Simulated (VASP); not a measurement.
# Sb (P6_3/mmc) in VASP: single point with PBE

Aim: the single point of Sb with PBE.

Everything below comes from runs of VASP 6.6.1. Logs are shortened: lines on timing, memory, paths and dates and some standing lists are left out, and cuts for length are marked.

**1. The cell of the first run**

The structure is hexagonal, space group P6_3/mmc (No. 194). Conventional cell: a = 3.363 Å, b = 3.363 Å, c = 5.602 Å, α = 90.00°, β = 90.00°, γ = 120.00°. Sb (site symmetry -6m2) has 12 Sb at 3.36 to 3.41 Å within 4.4 Å.

This isn't the form of Sb at room conditions, which is rhombohedral.

**2. Single point, PBE**

The input, INCAR:

```
PREC     = Accurate       # precision mode
ENCUT    = 520            # plane-wave cutoff, eV
EDIFF    = 1E-7           # SCF threshold, eV
ISMEAR   = 0              # smearing method
SIGMA    = 0.1            # smearing width, eV
LREAL    = False          # projectors in reciprocal space
LASPH    = True           # aspherical terms in the spheres
NELM     = 80             # most SCF steps
ALGO     = Fast           # electronic algorithm
ISIF     = 2              # what is computed and relaxed
LWAVE    = False          # write WAVECAR
LCHARG   = True           # write CHGCAR
GGA      = PE             # functional
LELF     = True           # ELF
LVHAR    = True         
NBANDS   = 12             # bands
```

The input, KPOINTS:

```
regular mesh
0
Gamma
  15 15 8
```

The input, POSCAR:

```
Sb
1.0
    3.3633551319      0.0000000000      0.0000000000
   -1.6816775659      2.9127509861      0.0000000000
    0.0000000000      0.0000000000      5.6016265860
Sb
2
Direct
    0.3333333333      0.6666666667      0.2500000000
    0.6666666667      0.3333333333      0.7500000000
```

Potentials or basis: VASP PAW PBE potentials, release 64 (Sb).

Launch:

```
$ cat potpaw_PBE.64/Sb/POTCAR > POTCAR
$ mpirun -np 1 vasp_std > vasp.out
```

OUTCAR:

```text
PREC = Accurate
   ENCUT = 520
   EDIFF = 1E-7
   ISMEAR = 0
   LREAL = False
   LASPH = True
   NELM = 80
   ISIF = 2
   GGA = PE

 ion  position               nearest neighbor table
   1  0.333  0.667  0.250-   2 3.41   2 3.41   2 3.41   2 3.41   2 3.41   2 3.41
   2  0.667  0.333  0.750-   1 3.41   1 3.41   1 3.41   1 3.41   1 3.41   1 3.41

  LATTYP: Found a hexagonal cell.
 ALAT       =     3.3633551319
 C/A-ratio  =     1.6654876950

  Lattice vectors:

 A1 = (   3.3633551319,   0.0000000000,   0.0000000000)
 A2 = (  -1.6816775659,   2.9127509861,   0.0000000000)
 A3 = (   0.0000000000,   0.0000000000,   5.6016265860)

Analysis of symmetry for initial positions (statically):
=====================================================================
 Subroutine PRICEL returns:
 Original cell was already a primitive cell.

 Routine SETGRP: Setting up the symmetry group for a
 hexagonal supercell.

 Subroutine GETGRP returns: Found 24 space group operations
 (whereof 12 operations were pure point group operations)
 out of a pool of 24 trial point group operations.

The static configuration has the point symmetry D_3d.
 The point group associated with its full space group is D_6h.

Analysis of symmetry for dynamics (positions and initial velocities):
=====================================================================
 Subroutine PRICEL returns:
 Original cell was already a primitive cell.

 Routine SETGRP: Setting up the symmetry group for a
 hexagonal supercell.

 Subroutine GETGRP returns: Found 24 space group operations
 (whereof 12 operations were pure point group operations)
 out of a pool of 24 trial point group operations.

The dynamic configuration has the point symmetry D_3d.
 The point group associated with its full space group is D_6h.

 Subroutine INISYM returns: Found 24 space group operations
 (whereof 12 operations are pure point group operations),
 and found     1 'primitive' translations

----------------------------------------------------------------------------------------

                                     Primitive cell

  volume of cell :      54.8770

  direct lattice vectors                    reciprocal lattice vectors
     3.363355132  0.000000000  0.000000000     0.297322156  0.171659027  0.000000000
    -1.681677566  2.912750986  0.000000000     0.000000000  0.343318054  0.000000000
     0.000000000  0.000000000  5.601626586     0.000000000  0.000000000  0.178519575

  length of vectors
[... 93 lines left out ...]
   NELECT =      10.0000    total number of electrons
   NUPDOWN=      -1.0000    fix difference up-down
   EMIN   =  10.00;   EMAX   =-10.00  energy-range for DOS
   EFERMI =   0.00;   METHOD = LEGACY
   ISMEAR =     0;   SIGMA  =   0.10  broadening in eV -4-tet -1-fermi 0-gaus
   EFERMI_NEDOS =   21; number of points for ismear=-14 and -15
   IALGO  =     68    algorithm
   IMIX   =      4    mixing-type and parameters
     AMIX     =   0.40;   BMIX     =  1.00
     AMIX_MAG =   1.60;   BMIX_MAG =  1.00
  volume/ion in A,a.u.               =      27.44       185.16
  Fermi-wavevector in a.u.,A,eV,Ry     =   0.928136  1.753922 11.720543  0.861436
  Thomas-Fermi vector in A             =   2.054280
   LORBIT       =      0    0 simple, 1 ext, 2 COOP (PROOUT), +10 PAW based schemes
   GGA     = PE    functional components
   LHFCALC =     F    Hartree Fock is set to
   AEXX    =    0.0000 exact exchange contribution
   IVDW    =     0    specifies the selected vdW correction
   LEPSILON=     F    determine dielectric tensor
   LRPA    =     F    only Hartree local field effects (RPA)
 non-spin polarized calculation
 RMM-DIIS sequential band-by-band and
 Gauss-broadening in eV      SIGMA  =   0.10
  energy-cutoff  :      520.00
  volume of cell :       54.88
 maximum number of plane-waves:      1509
 NGX is ok and might be reduce to    28
   NGX = 13   NGY = 13   NGZ = 21

 number of electron      10.0000000 magnetization

 Free energy of the ion-electron system (eV)
  ---------------------------------------------------
  ext. energy  EPLUGINS =         0.00000000
  ---------------------------------------------------
  free energy    TOTEN  =        -7.73515423 eV

  energy without entropy =       -7.72738756  energy(sigma->0) =       -7.73127089

 E-fermi :   8.3412     XC(G=0): -10.1487

 val. band max:        8.3330103370   @ k =   0.3333   0.2000   0.2500
 cond. band min:       8.3419799849   @ k =   0.1333   0.1333   0.3750
 fundamental gap:      0.0089696479
 Fermi energy:         8.3411765008

 k-point     1 :       0.0000    0.0000    0.0000
  band No.  band energies     occupation
      1      -4.4982      2.00000
      2      -1.0280      2.00000
      3       2.5590      2.00000
      4      11.9868      0.00000
      5      11.9868      0.00000
      6      13.2505      0.00000
      7      13.4892      0.00000
      8      13.4892      0.00000
      9      16.1382      0.00000
     10      17.2169      0.00000
     11      18.2207      0.00000
     12      18.2213      0.00000
[... 331 lines left out ...]
 k-point    24 :       0.4000    0.2000    0.0000
  band No.  band energies     occupation
      1      -0.5006      2.00000
      2       0.4805      2.00000
      3       4.1411      2.00000
      4       5.6288      2.00000
      5       6.2468      2.00000
      6       6.6486      2.00000
      7       8.2209      1.91094
      8       8.8675      0.00000
      9      12.7849      0.00000
     10      16.8069      0.00000
     11      19.5981      0.00000
     12      20.2702      0.00000

 [... further k-points ...]

------------------------ aborting loop because EDIFF is reached ----------------------------------------

  FORCE on cell =-STRESS in cart. coord.  units (eV):
  Direction    XX          YY          ZZ          XY          YZ          ZX
  --------------------------------------------------------------------------------------
  -------------------------------------------------------------------------------------
  Total       -0.0470093     -0.0470093     -0.0477573     -0.0000000     -0.0000000      0.0000000
  in kB       -1.3724743     -1.3724743     -1.3943118     -0.0000000     -0.0000000      0.0000000
  external PRESSURE =      -1.3797535 kB  Pullay stress =       0.0000000 kB

 VOLUME and BASIS-vectors are now :
 -----------------------------------------------------------------------------
  energy-cutoff  :      520.00
  volume of cell :       54.88
      direct lattice vectors                 reciprocal lattice vectors
     3.363355132  0.000000000  0.000000000     0.297322156  0.171659027  0.000000000
    -1.681677566  2.912750986  0.000000000     0.000000000  0.343318054  0.000000000
     0.000000000  0.000000000  5.601626586     0.000000000  0.000000000  0.178519575

 POSITION                                       TOTAL-FORCE (eV/Angst)
 -----------------------------------------------------------------------------------
     -0.00000      1.94183      1.40041         0.000000      0.000000      0.000000
      1.68168      0.97092      4.20122        -0.000000     -0.000000      0.000000
 -----------------------------------------------------------------------------------
    total drift:                               -0.000000      0.000000     -0.000000

  FREE ENERGIE OF THE ION-ELECTRON SYSTEM (eV)
  ---------------------------------------------------
  free  energy   TOTEN  =        -7.7351542303 eV

  energy  without entropy=       -7.7273875597  energy(sigma->0) =       -7.73127089
```

OSZICAR:

```text
N       E                     dE             d eps       ncg     rms          rms(c)
DAV:   1     0.335900938593E+02    0.33590E+02   -0.36216E+03  3240   0.662E+02
DAV:   2    -0.601059187802E+01   -0.39601E+02   -0.38202E+02  4308   0.106E+02
DAV:   3    -0.773025396381E+01   -0.17197E+01   -0.17066E+01  4016   0.248E+01
DAV:   4    -0.774343880655E+01   -0.13185E-01   -0.13183E-01  3680   0.264E+00
DAV:   5    -0.774357889952E+01   -0.14009E-03   -0.14009E-03  3896   0.298E-01    0.233E+00
RMM:   6    -0.773792470159E+01    0.56542E-02   -0.33974E-03  3259   0.318E-01    0.135E+00
RMM:   7    -0.773507660579E+01    0.28481E-02   -0.81023E-03  3396   0.503E-01    0.591E-02
RMM:   8    -0.773514829172E+01   -0.71686E-04   -0.40390E-04  3576   0.145E-01    0.168E-02
RMM:   9    -0.773515516551E+01   -0.68738E-05   -0.49697E-05  3881   0.490E-02    0.544E-03
RMM:  10    -0.773515467343E+01    0.49208E-06   -0.72001E-06  3886   0.191E-02    0.695E-03
RMM:  11    -0.773515360523E+01    0.10682E-05   -0.10879E-06  3955   0.801E-03    0.417E-03
RMM:  12    -0.773515439455E+01   -0.78932E-06   -0.29418E-07  3608   0.407E-03    0.588E-03
RMM:  13    -0.773515424367E+01    0.15087E-06   -0.44815E-08  2381   0.174E-03    0.350E-03
RMM:  14    -0.773515423032E+01    0.13356E-07   -0.80034E-09  2169   0.749E-04
   1 F= -.77351542E+01 E0= -.77312709E+01  d E =-.776667E-02
```

Run time: 34 s. Hardware: 1 thread of Intel Xeon 6975P-C (Granite Rapids), shared host; peak memory 0.22 GiB.

What came out:

```
Free energy            : -7.7352 eV
Pressure               : -0.1 GPa
Band gap on the k mesh : zero (bands 5 and 6 overlap by 7.62 eV)
```

Caveat: spin-orbit coupling is left out, which moves the levels of the heavy elements.
